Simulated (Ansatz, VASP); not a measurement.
RbAu2 in VASP and in Ansatz

```
CELL_PARAMETERS angstrom
4.72416 0.00000 0.00000
-2.36208 4.09124 0.00000
0.00000 0.00000 4.98619
ATOMIC_POSITIONS crystal
Rb 0.00000 0.00000 0.50000
Au 0.33333 0.66667 0.00000
Au 0.66667 0.33333 0.00000
```

Alike in both runs: functional PBE; k mesh 12 × 12 × 10; occupations gaussian, width 0.1 eV; no spin polarisation.

Ansatz relaxed the structure, and its values are those at the end. VASP's run is a single point on that final structure, the one shown.

|  | VASP | Ansatz |
| --- | --- | --- |
| version | VASP 6.6.1 | Ansatz 0.2.0 |
| potentials or method | VASP PAW PBE potentials, release 64 (Rb_sv, Au), cutoff 520 eV | scalar-relativistic, plane waves, PAW |
| valence electrons in the cell | 31 | 47 |

Ansatz gave:

```
gap on the k mesh at the Fermi level (eV) : none
pressure (GPa)                            : 0.0
```

Problem. Estimate VASP's values.

Solution. gap on the k mesh at the Fermi level (eV): none; pressure (GPa): -0.1.

A gap of «none» marks a metal or a gap that the smearing closes. VASP's potentials hold 31 valence electrons a cell and Ansatz's 47, so a difference there can come from the potentials and not from the codes.

Spin-orbit coupling is off throughout.
